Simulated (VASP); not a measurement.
# SnSe2 (P-3m1) in VASP: notebook

SnSe2 is run at these levels: PBE; tasks: single point, relaxation of cell and atoms.

Program: VASP 6.6.1. These are calculated values, not measurements. Logs are shortened: lines on timing, memory, paths and dates and some standing lists are left out, and cuts for length are marked.

### 1 The cell of the first run

The structure is trigonal, space group P-3m1 (No. 164). The conventional cell has a = 3.875 Å, b = 3.875 Å, c = 6.829 Å, α = 90.00°, β = 90.00°, γ = 120.00°. Sn (site symmetry -3m) has 6 Se at 2.75 Å within 3.6 Å. Se (site symmetry 3m) has 3 Sn at 2.75 Å within 3.6 Å.

### 2 Single point, PBE

The input, INCAR:

```
PREC     = Accurate       # precision mode
ENCUT    = 520            # plane-wave cutoff, eV
EDIFF    = 1E-6           # SCF threshold, eV
ISMEAR   = 0              # smearing method
SIGMA    = 0.05           # smearing width, eV
LREAL    = False          # projectors in reciprocal space
LASPH    = True           # aspherical terms in the spheres
NELM     = 100            # most SCF steps
ALGO     = Normal         # electronic algorithm
ISIF     = 2              # what is computed and relaxed
LWAVE    = False          # write WAVECAR
LCHARG   = False          # write CHGCAR
GGA      = PE             # functional
NBANDS   = 20             # bands
```

The input, KPOINTS:

```
Automatic mesh
0
Gamma
  6 6 4
```

The input, POSCAR:

```
SnSe2
1.0
    3.8747055465      0.0000000000      0.0000000000
   -1.9373527733      3.3555934354      0.0000000000
    0.0000000000      0.0000000000      6.8286395171
Sn Se
1 2
Direct
    0.0000000000      0.0000000000      0.0000000000
    0.3333333333      0.6666666667      0.2331721754
    0.6666666667      0.3333333333      0.7668278246
```

Potentials or basis: VASP PAW PBE potentials, release 64 (Sn_d, Se).

On the command line:

```sh
> cat potpaw_PBE.64/Sn_d/POTCAR potpaw_PBE.64/Se/POTCAR > POTCAR
> mpirun -np 1 vasp_std > vasp.out
```

OUTCAR:

```text
PREC = Accurate
   ENCUT = 520
   EDIFF = 1E-6
   ISMEAR = 0
   LREAL = False
   LASPH = True
   NELM = 100
   ISIF = 2
   GGA = PE

 ion  position               nearest neighbor table
   1  0.000  0.000  0.000-   2 2.75   3 2.75   2 2.75   3 2.75   3 2.75   2 2.75
   2  0.333  0.667  0.233-   1 2.75   1 2.75   1 2.75
   3  0.667  0.333  0.767-   1 2.75   1 2.75   1 2.75

  LATTYP: Found a hexagonal cell.
 ALAT       =     3.8747055465
 C/A-ratio  =     1.7623634713

  Lattice vectors:

 A1 = (   3.8747055465,   0.0000000000,   0.0000000000)
 A2 = (  -1.9373527733,   3.3555934354,   0.0000000000)
 A3 = (   0.0000000000,   0.0000000000,   6.8286395171)

Analysis of symmetry for initial positions (statically):
=====================================================================
 Subroutine PRICEL returns:
 Original cell was already a primitive cell.

 Routine SETGRP: Setting up the symmetry group for a
 hexagonal supercell.

 Subroutine GETGRP returns: Found 12 space group operations
 (whereof 12 operations were pure point group operations)
 out of a pool of 24 trial point group operations.

The static configuration has the point symmetry D_3d.

Analysis of symmetry for dynamics (positions and initial velocities):
=====================================================================
 Subroutine PRICEL returns:
 Original cell was already a primitive cell.

 Routine SETGRP: Setting up the symmetry group for a
 hexagonal supercell.

 Subroutine GETGRP returns: Found 12 space group operations
 (whereof 12 operations were pure point group operations)
 out of a pool of 24 trial point group operations.

The dynamic configuration has the point symmetry D_3d.

 Subroutine INISYM returns: Found 12 space group operations
 (whereof 12 operations are pure point group operations),
 and found     1 'primitive' translations

----------------------------------------------------------------------------------------

                                     Primitive cell

  volume of cell :      88.7855

  direct lattice vectors                    reciprocal lattice vectors
     3.874705546  0.000000000  0.000000000     0.258084127  0.149004940  0.000000000
    -1.937352773  3.355593435  0.000000000     0.000000000  0.298009881  0.000000000
     0.000000000  0.000000000  6.828639517     0.000000000  0.000000000  0.146442054
[... 81 lines left out ...]
   LSORBIT =      F    spin-orbit coupling
   LASPH  =      T    aspherical Exc in radial PAW
   ENCUT  =  520.0 eV  38.22 Ry    6.18 a.u.   7.20  7.20 12.70*2*pi/ulx,y,z
   NELM   =    100;   NELMIN=  2; NELMDL= -5     # of ELM steps
   EDIFF  = 0.1E-05   stopping-criterion for ELM
   LREAL  =      F    real-space projection
   EDIFFG = 0.1E-04   stopping-criterion for IOM
   NSW    =      0    number of steps for IOM
   IBRION =     -1    ionic relax: 0-MD 1-quasi-New 2-CG
   NFREE  =      0    steps in history (QN), initial steepest desc. (CG)
   ISIF   =      2    stress and relaxation
   ISYM   =      2    0-nonsym 1-usesym 2-fastsym
   POTIM  = 0.5000    time-step for ionic-motion
   TEBEG  =    0.0;   TEEND  =   0.0 temperature during run
   PSTRESS=    0.0 pullay stress
   NELECT =      26.0000    total number of electrons
   NUPDOWN=      -1.0000    fix difference up-down
   EMIN   =  10.00;   EMAX   =-10.00  energy-range for DOS
   EFERMI =   0.00;   METHOD = LEGACY
   ISMEAR =     0;   SIGMA  =   0.05  broadening in eV -4-tet -1-fermi 0-gaus
   EFERMI_NEDOS =   21; number of points for ismear=-14 and -15
   IALGO  =     38    algorithm
   IMIX   =      4    mixing-type and parameters
     AMIX     =   0.40;   BMIX     =  1.00
     AMIX_MAG =   1.60;   BMIX_MAG =  1.00
  volume/ion in A,a.u.               =      29.60       199.72
  Fermi-wavevector in a.u.,A,eV,Ry     =   1.087139  2.054395 16.080343  1.181872
  Thomas-Fermi vector in A             =   2.223292
   LORBIT       =      0    0 simple, 1 ext, 2 COOP (PROOUT), +10 PAW based schemes
   GGA     = PE    functional components
   LHFCALC =     F    Hartree Fock is set to
   AEXX    =    0.0000 exact exchange contribution
   IVDW    =     0    specifies the selected vdW correction
   LEPSILON=     F    determine dielectric tensor
   LRPA    =     F    only Hartree local field effects (RPA)
 non-spin polarized calculation
 Gauss-broadening in eV      SIGMA  =   0.05
  energy-cutoff  :      520.00
  volume of cell :       88.79
 maximum number of plane-waves:      2409
 NGX is ok and might be reduce to    30
   NGX = 15   NGY = 15   NGZ = 25

 number of electron      26.0000003 magnetization

 Free energy of the ion-electron system (eV)
  ---------------------------------------------------
  ext. energy  EPLUGINS =         0.00000000
  ---------------------------------------------------
  free energy    TOTEN  =       -11.86317491 eV

  energy without entropy =      -11.86317491  energy(sigma->0) =      -11.86317491

 E-fermi :   2.9486     XC(G=0):  -8.7223

 val. band max:        2.7325603740   @ k =   0.1667  -0.0000   0.0000
 cond. band min:       3.4302907132   @ k =   0.5000   0.0000   0.5000
 fundamental gap:      0.6977303392
 Fermi energy:         2.9485707391

 k-point     1 :       0.0000    0.0000    0.0000
  band No.  band energies     occupation
      1     -18.3879      2.00000
      2     -18.3879      2.00000
      3     -18.3574      2.00000
      4     -18.3475      2.00000
      5     -18.3475      2.00000
      6     -10.6282      2.00000
[... 541 lines left out ...]
     19      11.6069      0.00000
     20      11.7893      0.00000

------------------------ aborting loop because EDIFF is reached ----------------------------------------

  FORCE on cell =-STRESS in cart. coord.  units (eV):
  Direction    XX          YY          ZZ          XY          YZ          ZX
  --------------------------------------------------------------------------------------
  -------------------------------------------------------------------------------------
  Total        0.0726439      0.0726439      0.0828209     -0.0000000      0.0000000      0.0000000
  in kB        1.3108940      1.3108940      1.4945424     -0.0000000      0.0000000      0.0000000
  external PRESSURE =       1.3721101 kB  Pullay stress =       0.0000000 kB

 VOLUME and BASIS-vectors are now :
 -----------------------------------------------------------------------------
  energy-cutoff  :      520.00
  volume of cell :       88.79
      direct lattice vectors                 reciprocal lattice vectors
     3.874705546  0.000000000  0.000000000     0.258084127  0.149004940  0.000000000
    -1.937352773  3.355593435  0.000000000     0.000000000  0.298009881  0.000000000
     0.000000000  0.000000000  6.828639517     0.000000000  0.000000000  0.146442054

 POSITION                                       TOTAL-FORCE (eV/Angst)
 -----------------------------------------------------------------------------------
      0.00000      0.00000      0.00000         0.000000      0.000000     -0.000000
     -0.00000      2.23706      1.59225         0.000000      0.000000      0.012866
      1.93735      1.11853      5.23639        -0.000000      0.000000     -0.012866
 -----------------------------------------------------------------------------------
    total drift:                                0.000000     -0.000000      0.000000

  FREE ENERGIE OF THE ION-ELECTRON SYSTEM (eV)
  ---------------------------------------------------
  free  energy   TOTEN  =       -11.8631749062 eV

  energy  without entropy=      -11.8631749062  energy(sigma->0) =      -11.86317491
```

stdout:

```text
POSCAR found type information on POSCAR SnSe
 POSCAR found :  2 types and       3 ions
 scaLAPACK will be used
 LDA part: xc-table for (Slater+PW92), standard interpolation
 POSCAR, INCAR and KPOINTS ok, starting setup
 FFT: planning ... GRIDC
 FFT: planning ... GRID_SOFT
 FFT: planning ... GRID
 WAVECAR not read
 entering main loop
```

Run time: 20 s. Hardware: 1 thread of Intel Xeon 6975P-C (Granite Rapids), shared host; peak memory 0.22 GiB.

Results:

```
Free energy            : -11.8632 eV
Pressure               : 0.1 GPa
Largest force          : 0.013 eV/Å
Band gap on the k mesh : 0.70 eV, indirect (least direct gap 1.10 eV)
```

Forces on the atoms (eV/Å):
```
Sn   0.000  0.000  0.000
Se   0.000  0.000  0.013
Se   0.000  0.000 -0.013
```

Caveat: spin-orbit coupling is left out, which moves the levels of the heavy elements; this functional lacks dispersion, which binds the layers, so the pressure and a relaxed spacing across them are unreliable. A k mesh can miss the band edges.

### 3 Relaxation of cell and atoms, PBE

This run uses another cell than the first one, of 25.99 Å³/atom, 0.878 times its volume.

The input, INCAR:

```
SYSTEM = SnSe2
PREC = Accurate
ENCUT = 600
EDIFF = 1E-6
ISMEAR = 0
SIGMA = 0.05
LREAL = .False.
LASPH = .True.
NELM = 60
ALGO = Normal
ISIF = 3
LWAVE = .False.
LCHARG = .False.
GGA = PE
IBRION = 2
NSW = 80
EDIFFG = -0.03
```

The input, KPOINTS:

```
Automatic mesh
0
Gamma
  6 6 4
  0 0 0
```

The input, POSCAR:

```
SnSe2
1.0
    3.8213923551      0.0000000000      0.0000000000
   -1.9106961776      3.3094228574      0.0000000000
    0.0000000000      0.0000000000      6.1646989881
Sn Se
1 2
Direct
    0.0000000000      0.0000000000      0.0000000000
    0.3333333333      0.6666666667      0.2520000000
    0.6666666667      0.3333333333      0.7480000000
```

Potentials or basis: VASP PAW PBE potentials, release 64 (Sn_d, Se).

On the command line:

```sh
> cat potpaw_PBE.64/Sn_d/POTCAR potpaw_PBE.64/Se/POTCAR > POTCAR
> mpirun -np 1 vasp_std > vasp.out
```

OUTCAR:

```text
SYSTEM = SnSe2
   PREC = Accurate
   ENCUT = 600
   EDIFF = 1E-6
   ISMEAR = 0
   LREAL = .False.
   LASPH = .True.
   NELM = 60
   ISIF = 3
   GGA = PE
   IBRION = 2
   NSW = 80
   EDIFFG = -0.03

 ion  position               nearest neighbor table
   1  0.000  0.000  0.000-   2 2.70   3 2.70   3 2.70   2 2.70   3 2.70   2 2.70
   2  0.333  0.667  0.252-   1 2.70   1 2.70   1 2.70
   3  0.667  0.333  0.748-   1 2.70   1 2.70   1 2.70

  LATTYP: Found a hexagonal cell.
 ALAT       =     3.8213923551
 C/A-ratio  =     1.6132075472

  Lattice vectors:

 A1 = (   3.8213923551,   0.0000000000,   0.0000000000)
 A2 = (  -1.9106961776,   3.3094228574,   0.0000000000)
 A3 = (   0.0000000000,   0.0000000000,   6.1646989881)

Analysis of symmetry for initial positions (statically):
=====================================================================
 Subroutine PRICEL returns:
 Original cell was already a primitive cell.

 Routine SETGRP: Setting up the symmetry group for a
 hexagonal supercell.

 Subroutine GETGRP returns: Found 12 space group operations
 (whereof 12 operations were pure point group operations)
 out of a pool of 24 trial point group operations.

The static configuration has the point symmetry D_3d.

Analysis of symmetry for dynamics (positions and initial velocities):
=====================================================================
[... 159 lines left out ...]
  free energy    TOTEN  =       -11.78557955 eV

  energy without entropy =      -11.78557955  energy(sigma->0) =      -11.78557955

 E-fermi :   4.2855     XC(G=0):  -9.4231

 val. band max:        4.0248069566   @ k =   0.0000   0.0000   0.0000
 cond. band min:       4.8465953780   @ k =   0.5000   0.0000   0.2500
 fundamental gap:      0.8217884214
 Fermi energy:         4.2855137331

 k-point     1 :       0.0000    0.0000    0.0000
  band No.  band energies     occupation
      1     -17.1802      2.00000
      2     -17.1802      2.00000
      3     -17.1441      2.00000
      4     -17.1304      2.00000
      5     -17.1304      2.00000
      6      -9.8039      2.00000
[... 573 lines left out ...]
  FREE ENERGIE OF THE ION-ELECTRON SYSTEM (eV)
  ---------------------------------------------------
  free  energy   TOTEN  =       -11.8444118974 eV

  energy  without entropy=      -11.8444118974  energy(sigma->0) =      -11.84441190

[... ionic steps 4 to 17 ...]

--------------------------------------- Ionic step       18  -------------------------------------------

 number of electron      26.0000000 magnetization

------------------------ aborting loop because EDIFF is reached ----------------------------------------
[... 69 lines left out ...]
--------------------------------------- Ionic step       20  -------------------------------------------

 number of electron      25.9999996 magnetization

 Free energy of the ion-electron system (eV)
  ---------------------------------------------------
  ext. energy  EPLUGINS =         0.00000000
  ---------------------------------------------------
  free energy    TOTEN  =       -11.86207523 eV

  energy without entropy =      -11.86207523  energy(sigma->0) =      -11.86207523

 E-fermi :   2.9594     XC(G=0):  -8.7035

 val. band max:        2.6853605375   @ k =   0.1667  -0.0000   0.0000
 cond. band min:       3.3866927493   @ k =   0.5000   0.0000   0.5000
 fundamental gap:      0.7013322118
 Fermi energy:         2.9594061703

 k-point     1 :       0.0000    0.0000    0.0000
  band No.  band energies     occupation
      1     -18.4265      2.00000
      2     -18.4265      2.00000
      3     -18.3969      2.00000
      4     -18.3872      2.00000
      5     -18.3872      2.00000
      6     -10.6391      2.00000
[... 499 lines left out ...]
  FREE ENERGIE OF THE ION-ELECTRON SYSTEM (eV)
  ---------------------------------------------------
  free  energy   TOTEN  =       -11.8620752281 eV

  energy  without entropy=      -11.8620752281  energy(sigma->0) =      -11.86207523

 reached required accuracy - stopping structural energy minimisation
```

CONTCAR:

```text
SnSe2
   1.00000000000000
     3.8836282112567218   -0.0000000000009334   -0.0000000000000001
    -1.9418141056799836    3.3633206898611743   -0.0000000000000000
    -0.0000000000000002   -0.0000000000000001    6.8276724377584062
  Sn              Se
     1     2
Direct
     0.0000000000000000    1.0000000000000000    0.0000000000000000
     0.3333333332999970    0.6666666667000030    0.2331721688883934
     0.6666666667000030    0.3333333332999970    0.7668278311116069

  0.00000000E+00  0.00000000E+00  0.00000000E+00
  0.00000000E+00  0.00000000E+00  0.00000000E+00
  0.00000000E+00  0.00000000E+00  0.00000000E+00
```

Wall time 3.1 min (1 thread of Intel Xeon 6975P-C (Granite Rapids), shared host); peak memory 0.24 GiB.

What came out:

* Free energy: -11.8621 eV
* Relaxed volume: 29.73 Å³/atom
* Relaxed cell: a = 3.884 Å, b = 3.884 Å, c = 6.828 Å, α = 90.00°, β = 90.00°, γ = 120.00°
* Space group after relaxing (to 0.05 Å): P-3m1 (No. 164)
* Energy gained by relaxing: 25.5 meV/atom
* Ionic steps: 20
* Pressure after relaxing: -0.1 GPa
* Largest force after relaxing: 0.010 eV/Å
* Band gap on the k mesh: 0.70 eV, indirect (least direct gap 1.10 eV)

Forces on the atoms (eV/Å):
```
Sn   0.000  0.000  0.000
Se   0.000  0.000 -0.010
Se   0.000  0.000  0.010
```

Stress tensor (GPa, compression positive):
```
-0.14  0.00  0.00
 0.00 -0.14  0.00
 0.00  0.00  0.02
```

Step by step:
```csv
step,energy change (eV),largest force (eV/Å),pressure (GPa),volume (Å³)
1,0.0000,0.4901,4.14,77.96
2,-0.0253,0.5058,-2.40,85.79
3,-0.0588,0.1114,0.08,82.24
4,-0.0588,0.1008,0.17,82.16
5,-0.0600,0.0885,0.14,82.39
6,-0.0631,0.0520,0.08,83.07
7,-0.0665,0.0213,0.01,84.46
8,-0.0679,0.0052,-0.02,84.66
9,-0.0711,0.0424,-0.06,85.27
10,-0.0722,0.1371,-0.13,86.45
11,-0.0726,0.1004,-0.11,86.02
12,-0.0737,0.0493,0.19,86.19
13,-0.0738,0.0278,0.30,86.26
14,-0.0750,0.0135,0.24,86.95
15,-0.0762,0.0335,0.01,89.06
16,-0.0762,0.0277,0.02,88.78
17,-0.0762,0.0215,0.05,88.49
18,-0.0762,0.0243,0.05,88.62
19,-0.0762,0.0260,0.04,88.70
20,-0.0765,0.0101,-0.09,89.18
```

Final structure:
```xyz
3
Lattice="3.8836 0.0000 0.0000 -1.9418 3.3633 0.0000 0.0000 0.0000 6.8277" Properties=species:S:1:pos:R:3 pbc="T T T"
Sn   -1.9418    3.3633    0.0000
Se    0.0000    2.2422    1.5920
Se    1.9418    1.1211    5.2356
```

Levels at points of the mesh, in eV from the valence-band top:
```csv
k point,band 10,band 11,band 12,band 13,band 14,band 15,band 16,band 17
"(0.00, 0.00, 0.00)",-0.47,-0.40,-0.14,-0.14,1.03,3.06,4.57,4.57
"(0.50, 0.00, 0.00)",-2.40,-2.19,-0.81,-0.26,0.96,3.86,5.51,5.68
"(0.00, 0.00, 0.50)",-0.51,-0.51,-0.09,-0.09,2.01,2.98,4.48,4.48
"(0.50, 0.00, 0.50)",-2.13,-1.98,-0.61,-0.40,0.70,4.22,4.89,5.80
```

Caveat: spin-orbit coupling is left out, which moves the levels of the heavy elements; this functional lacks dispersion, which binds the layers, so the pressure and a relaxed spacing across them are unreliable.
